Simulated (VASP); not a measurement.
# Ti3N5 in VASP: further runs

Ti3N5 is run at these levels: PBE; tasks: single point.

Program: VASP 6.6.1. These are calculated values, not measurements. Logs are shortened: lines on timing, memory, paths and dates and some standing lists are left out, and cuts for length are marked.

**1. The cell of the first run**

The cell holds a slab with vacuum, 8 atoms: a = 3.003 Å, b = 3.003 Å, c = 24.123 Å, α = 90.00°, β = 90.00°, γ = 120.00°.

**2. Single point, PBE, collinear spin**

Input file INCAR:

```
SYSTEM = Ti3N5
ALGO = Normal
DIPOL = 0.5 0.5 0.347
EDIFF = 1E-7
ENCUT = 520
GGA = PE
IDIPOL = 3
ISIF = 2
ISMEAR = 0
ISPIN = 2
LASPH = .True.
LCHARG = .True.
LDIPOL = .True.
LELF = .True.
LMAXMIX = 4
LORBIT = 11
LREAL = .False.
LVACPOTAV = .True.
LVHAR = .True.
LWAVE = .False.
MAGMOM = 0 0 0 0 3 0 0 0
NBANDS = 44
NELM = 150
PREC = Accurate
SIGMA = 0.1
```

Input file KPOINTS:

```
k-points
0
Gamma
  9 9 1
  0 0 0
```

Input file POSCAR:

```
Ti3N5
1.0
    3.0028555063      0.0000000000      0.0000000000
   -1.5014277532      2.6005491524      0.0000000000
    0.0000000000      0.0000000000     24.1233847547
N Ti
5 3
Direct
    0.3333333333      0.6666666667      0.1658142106
    0.0000000000      0.0000000000      0.2674509120
    0.6666666667      0.3333333333      0.3654788005
    0.3333333333      0.6666666667      0.4611038156
    0.6666666667      0.3333333333      0.5477417406
    0.6666666667      0.3333333333      0.2166325614
    0.3333333333      0.6666666667      0.3190139885
    0.0000000000      0.0000000000      0.4290633808
```

Potentials or basis: VASP PAW PBE potentials, release 64 (N, Ti_sv).

Run with:

```bash
$ cat potpaw_PBE.64/N/POTCAR potpaw_PBE.64/Ti_sv/POTCAR > POTCAR
$ mpirun -np 1 vasp_std > vasp.out
```

OUTCAR:

```text
SYSTEM = Ti3N5
   EDIFF = 1E-7
   ENCUT = 520
   GGA = PE
   ISIF = 2
   ISMEAR = 0
   ISPIN = 2
   LASPH = .True.
   LORBIT = 11
   LREAL = .False.
   NELM = 150
   PREC = Accurate

 ion  position               nearest neighbor table
   1  0.333  0.667  0.166-   6 2.12   6 2.12   6 2.12
   2  0.000  0.000  0.267-   6 2.12   6 2.12   6 2.12   7 2.13   7 2.13   7 2.13
   3  0.667  0.333  0.365-   7 2.06   7 2.06   7 2.06   8 2.31   8 2.31   8 2.31
   4  0.333  0.667  0.461-   8 1.90   8 1.90   8 1.90
   5  0.667  0.333  0.548-
   6  0.667  0.333  0.217-   2 2.12   2 2.12   2 2.12   1 2.12   1 2.12   1 2.12
   7  0.333  0.667  0.319-   3 2.06   3 2.06   3 2.06   2 2.13   2 2.13   2 2.13
   8  0.000  0.000  0.429-   4 1.90   4 1.90   4 1.90   3 2.31   3 2.31   3 2.31

  LATTYP: Found a hexagonal cell.
 ALAT       =     3.0028555063
 C/A-ratio  =     8.0334816990

  Lattice vectors:

 A1 = (   3.0028555063,   0.0000000000,   0.0000000000)
 A2 = (  -1.5014277532,   2.6005491524,   0.0000000000)
 A3 = (   0.0000000000,   0.0000000000,  24.1233847547)

Analysis of symmetry for initial positions (statically):
=====================================================================
 Subroutine PRICEL returns:
 Original cell was already a primitive cell.

 Routine SETGRP: Setting up the symmetry group for a
 hexagonal supercell.

 Subroutine GETGRP returns: Found  6 space group operations
 (whereof  6 operations were pure point group operations)
 out of a pool of 24 trial point group operations.

The static configuration has the point symmetry C_3v.

Analysis of symmetry for dynamics (positions and initial velocities):
=====================================================================
 Subroutine PRICEL returns:
 Original cell was already a primitive cell.

 Routine SETGRP: Setting up the symmetry group for a
 hexagonal supercell.

 Subroutine GETGRP returns: Found  6 space group operations
 (whereof  6 operations were pure point group operations)
 out of a pool of 24 trial point group operations.

The dynamic configuration has the point symmetry C_3v.

Analysis of structural, dynamic, and magnetic symmetry:
=====================================================================
 Subroutine PRICEL returns:
 Original cell was already a primitive cell.

 Routine SETGRP: Setting up the symmetry group for a
 hexagonal supercell.

 Subroutine GETGRP returns: Found  6 space group operations
 (whereof  6 operations were pure point group operations)
 out of a pool of 24 trial point group operations.

The overall configuration has the point symmetry C_3v.

 Subroutine INISYM returns: Found  6 space group operations
 (whereof  6 operations are pure point group operations),
 and found     1 'primitive' translations

----------------------------------------------------------------------------------------

                                     Primitive cell

  volume of cell :     188.3813

  direct lattice vectors                    reciprocal lattice vectors
     3.002855506  0.000000000  0.000000000     0.333016357  0.192267083  0.000000000
    -1.501427753  2.600549152  0.000000000     0.000000000  0.384534166  0.000000000
     0.000000000  0.000000000 24.123384755     0.000000000  0.000000000  0.041453553

  length of vectors
     3.002855506  3.002855506 24.123384755     0.384534166  0.384534166  0.041453553

  position of ions in fractional coordinates (direct lattice)
     0.333333333  0.666666667  0.165814211
     0.000000000  0.000000000  0.267450912
     0.666666667  0.333333333  0.365478800
     0.333333333  0.666666667  0.461103816
     0.666666667  0.333333333  0.547741741
     0.666666667  0.333333333  0.216632561
     0.333333333  0.666666667  0.319013988
     0.000000000  0.000000000  0.429063381

  ion indices of the primitive-cell ions
   primitive index   ion index
                 1           1
                 2           2
                 3           3
[... 48 lines left out ...]
   total plane-waves  NPLWV = 103680
   dimension x,y,z NGX =    24 NGY =   24 NGZ =  180
   dimension x,y,z NGXF=    48 NGYF=   48 NGZF=  360
   ions per type =               5   3
   NGX,Y,Z   is equivalent  to a cutoff of  13.29, 13.29, 12.40 a.u.
   NGXF,Y,Z  is equivalent  to a cutoff of  26.57, 26.57, 24.81 a.u.
 SYSTEM =  Ti3N5
   PREC   = accura    normal or accurate (medium, high low for compatibility)
   ISTART =      0    job   : 0-new  1-cont  2-samecut
   ICHARG =      2    charge: 1-file 2-atom 10-const
   ISPIN  =      2    spin polarized calculation?
   LNONCOLLINEAR =      F non collinear calculations
   LSORBIT =      F    spin-orbit coupling
   LASPH  =      T    aspherical Exc in radial PAW
   ENCUT  =  520.0 eV  38.22 Ry    6.18 a.u.   5.58  5.58 44.85*2*pi/ulx,y,z
   NELM   =    150;   NELMIN=  2; NELMDL= -5     # of ELM steps
   EDIFF  = 0.1E-06   stopping-criterion for ELM
   LREAL  =      F    real-space projection
   EDIFFG = 0.1E-05   stopping-criterion for IOM
   NSW    =      0    number of steps for IOM
   IBRION =     -1    ionic relax: 0-MD 1-quasi-New 2-CG
   NFREE  =      0    steps in history (QN), initial steepest desc. (CG)
   ISIF   =      2    stress and relaxation
   ISYM   =      2    0-nonsym 1-usesym 2-fastsym
   POTIM  = 0.5000    time-step for ionic-motion
   TEBEG  =    0.0;   TEEND  =   0.0 temperature during run
   PSTRESS=    0.0 pullay stress
   NELECT =      61.0000    total number of electrons
   NUPDOWN=      -1.0000    fix difference up-down
   EMIN   =  10.00;   EMAX   =-10.00  energy-range for DOS
   EFERMI =   0.00;   METHOD = LEGACY
   ISMEAR =     0;   SIGMA  =   0.10  broadening in eV -4-tet -1-fermi 0-gaus
   EFERMI_NEDOS =   21; number of points for ismear=-14 and -15
   IALGO  =     38    algorithm
   IMIX   =      4    mixing-type and parameters
     AMIX     =   0.40;   BMIX     =  1.00
     AMIX_MAG =   1.60;   BMIX_MAG =  1.00
  volume/ion in A,a.u.               =      23.55       158.91
  Fermi-wavevector in a.u.,A,eV,Ry     =   1.124188  2.124407 17.195018  1.263798
  Thomas-Fermi vector in A             =   2.260858
   LORBIT       =     11    0 simple, 1 ext, 2 COOP (PROOUT), +10 PAW based schemes
   GGA     = PE    functional components
   LHFCALC =     F    Hartree Fock is set to
   AEXX    =    0.0000 exact exchange contribution
   IVDW    =     0    specifies the selected vdW correction
   LEPSILON=     F    determine dielectric tensor
   LRPA    =     F    only Hartree local field effects (RPA)
 spin polarized calculation
 Gauss-broadening in eV      SIGMA  =   0.10
  energy-cutoff  :      520.00
  volume of cell :      188.38
 maximum number of plane-waves:      5137
 NGX is ok and might be reduce to    24
   NGX = 11   NGY = 11   NGZ = 89

 dipolmoment           0.000000      0.000000      0.117266 electrons x Angstroem

 number of electron      61.0000012 magnetization       2.9404521

 dipolmoment           0.000000      0.000000     -0.044334 electrons x Angstroem

 Free energy of the ion-electron system (eV)
  ---------------------------------------------------
  ext. energy  EPLUGINS =         0.00000000
  ---------------------------------------------------
  free energy    TOTEN  =       -67.32842434 eV

  energy without entropy =      -67.31829393  energy(sigma->0) =      -67.32335914

 E-fermi :  -1.0807     XC(G=0):  -5.8053

 val. band max:       -1.0950600049   @ k =   0.4444   0.0000   0.0000
 cond. band min:      -1.0244069614   @ k =   0.3333  -0.0000   0.0000
 fundamental gap:      0.0706530435
 Fermi energy:        -1.0806574596

 spin component 1

 k-point     1 :       0.0000    0.0000    0.0000
  band No.  band energies     occupation
      1     -59.0446      1.00000
      2     -58.1808      1.00000
      3     -57.7320      1.00000
      4     -35.3871      1.00000
      5     -35.0817      1.00000
      6     -35.0817      1.00000
[... 529 lines left out ...]
     41       2.1607      0.00000
     42       2.9395      0.00000
 Fermi energy:        -1.0806574596

 spin component 2

 k-point     1 :       0.0000    0.0000    0.0000
  band No.  band energies     occupation
      1     -59.0531      1.00000
      2     -58.1276      1.00000
      3     -57.7277      1.00000
      4     -35.4002      1.00000
      5     -35.0875      1.00000
      6     -35.0875      1.00000
[... 529 lines left out ...]
     41       2.2339      0.00000
     42       2.9637      0.00000
 [bands above 42 left out]

------------------------ aborting loop because EDIFF is reached ----------------------------------------

  FORCE on cell =-STRESS in cart. coord.  units (eV):
  Direction    XX          YY          ZZ          XY          YZ          ZX
  --------------------------------------------------------------------------------------
  -------------------------------------------------------------------------------------
  Total        2.0155301      2.0155301     -2.7909136     -0.0000000      0.0000000      0.0000000
  in kB       17.1420250     17.1420250    -23.7366389     -0.0000000      0.0000000      0.0000000
  external PRESSURE =       3.5158037 kB  Pullay stress =       0.0000000 kB

 VOLUME and BASIS-vectors are now :
 -----------------------------------------------------------------------------
  energy-cutoff  :      520.00
  volume of cell :      188.38
      direct lattice vectors                 reciprocal lattice vectors
     3.002855506  0.000000000  0.000000000     0.333016357  0.192267083  0.000000000
    -1.501427753  2.600549152  0.000000000     0.000000000  0.384534166  0.000000000
     0.000000000  0.000000000 24.123384755     0.000000000  0.000000000  0.041453553

 POSITION                                       TOTAL-FORCE (eV/Angst)
 -----------------------------------------------------------------------------------
     -0.00000      1.73370      4.00000         0.000000     -0.000000      4.375398
      0.00000      0.00000      6.45182         0.000000      0.000000      1.279851
      1.50143      0.86685      8.81659        -0.000000      0.000000      0.194741
     -0.00000      1.73370     11.12338         0.000000      0.000000     -0.107107
      1.50143      0.86685     13.21338        -0.000000      0.000000      0.348926
      1.50143      0.86685      5.22591        -0.000000      0.000000     -5.723517
     -0.00000      1.73370      7.69570         0.000000     -0.000000     -0.044496
      0.00000      0.00000     10.35046        -0.000000     -0.000000     -0.323797
 -----------------------------------------------------------------------------------
    total drift:                                0.000000     -0.000000      0.000172

  FREE ENERGIE OF THE ION-ELECTRON SYSTEM (eV)
  ---------------------------------------------------
  free  energy   TOTEN  =       -67.3284243438 eV

  energy  without entropy=      -67.3182939294  energy(sigma->0) =      -67.32335914

 vacuum level on the upper side and lower side of the slab         5.906         6.933

 total charge

# of ion       s       p       d       tot
------------------------------------------
    1        1.311   2.200   0.000   3.511
    2        1.253   2.497   0.000   3.750
    3        1.251   2.478   0.000   3.729
    4        1.301   2.449   0.000   3.751
    5        1.367   1.926   0.000   3.293
    6        2.193   6.225   1.894  10.313
    7        2.199   6.254   1.898  10.351
    8        2.230   6.263   1.981  10.474
--------------------------------------------------
tot         13.104  30.292   5.773  49.170

 magnetization (x)

# of ion       s       p       d       tot
------------------------------------------
    1       -0.001  -0.015   0.000  -0.016
    2       -0.000   0.001   0.000   0.001
    3        0.000   0.002   0.000   0.003
    4        0.011   0.030   0.000   0.041
    5        0.044   1.866   0.000   1.910
    6       -0.000  -0.000   0.004   0.004
    7       -0.000   0.000  -0.008  -0.008
    8        0.002   0.002   0.053   0.056
--------------------------------------------------
tot          0.056   1.886   0.049   1.990
```

It took 8.9 min on 1 thread of Intel Xeon Platinum 8488C (Sapphire Rapids), shared host; peak memory 0.48 GiB.

What came out:

| Quantity | Value |
| --- | --- |
| Free energy | -67.3284 eV |
| Largest force | 5.724 eV/Å |
| Net moment | 2.94 μB per cell |
| Site moments | N -0.02, +0.00, +0.04, +1.91 (each value once); Ti +0.00, -0.01, +0.06 μB |
| Valence electrons inside the program's atomic spheres | N 3.51, 3.75, 3.73, 3.29 (each value once); Ti 10.31, 10.35, 10.47 |

Forces on the atoms (eV/Å):
```
N    0.000  0.000  4.375
N    0.000  0.000  1.280
N    0.000  0.000  0.195
N    0.000  0.000 -0.107
N    0.000  0.000  0.349
Ti   0.000  0.000 -5.724
Ti   0.000  0.000 -0.044
Ti   0.000  0.000 -0.324
```

[end of part 1 of 2]
